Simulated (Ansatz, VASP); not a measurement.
**Two plane-wave programs on MgS**

The input POSCAR:

```
MgS
1.0
    0.0000000000      2.8589071469      2.8589071469
    2.8589071469      0.0000000000      2.8589071469
    2.8589071469      2.8589071469      0.0000000000
Mg S
1 1
Direct
    0.0000000000      0.0000000000      0.0000000000
    0.2500000000      0.2500000000      0.2500000000
```

Contents of INCAR.step1:

```
SYSTEM = MgS
  PREC = Accurate
  ENCUT = 520
  ISMEAR = 0
  SIGMA = 0.01
  LREAL = .FALSE.
  LASPH = .TRUE.
  NELM = 60
  NBANDS = 11
  GGA = PE
  ALGO = Normal
  EDIFF = 1E-4
  LWAVE = .TRUE.
  LCHARG = .FALSE.
```

INCAR.step2

```
SYSTEM = MgS
  PREC = Accurate
  ENCUT = 520
  EDIFF = 1E-6
  ISMEAR = 0
  SIGMA = 0.01
  LREAL = .FALSE.
  LASPH = .TRUE.
  NELM = 60
  ALGO = Normal
  ISIF = 2
  LWAVE = .FALSE.
  LCHARG = .FALSE.
  METAGGA = R2SCAN
  LMIXTAU = .TRUE.
  NBANDS = 11
  ISTART = 1
```

KPOINTS

```
Automatic mesh
0
G
  6 6 6
  0 0 0
```

Input for Ansatz:

```yaml
crystal:
  lattice:
    - [0.0, 2.8589071469, 2.8589071469]
    - [2.8589071469, 0.0, 2.8589071469]
    - [2.8589071469, 2.8589071469, 0.0]
  atoms:
    - { symbol: Mg, position: [0.0, 0.0, 0.0] }
    - { symbol: S, position: [0.25, 0.25, 0.25] }
kpoints:
  mp_grid: { grid: [6, 6, 6] }
hamiltonian:
  xc: r2scan
scf:
  occupations: { method: fixed }
  n_extra_bands: 4
output:
  forces: true
  stress: true
  eigenvalues: true
```

Alike in both runs: task single point; functional r2SCAN; k mesh 6 × 6 × 6; no spin polarisation.

|  | VASP | Ansatz |
| --- | --- | --- |
| version | VASP 6.6.1 | Ansatz 0.2.0 |
| potentials or method | VASP PAW PBE potentials, release 64 (Mg, S) | plane waves, PAW |
| plane-wave cutoff (eV) | 520 | 500 |
| occupations | gaussian, width 0.01 eV | fixed |
| valence electrons in the cell | 8 | 16 |

```tsv
	VASP	Ansatz	Ansatz less VASP
gap on the k mesh at the Fermi level (eV)	3.97	3.99	+0.013
pressure (GPa)	-1.9	-1.7	+0.28
```

VASP's potentials were made for PBE, not for r2SCAN. VASP's potentials hold 8 valence electrons a cell and Ansatz's 16, so a difference there can come from the potentials and not from the codes.
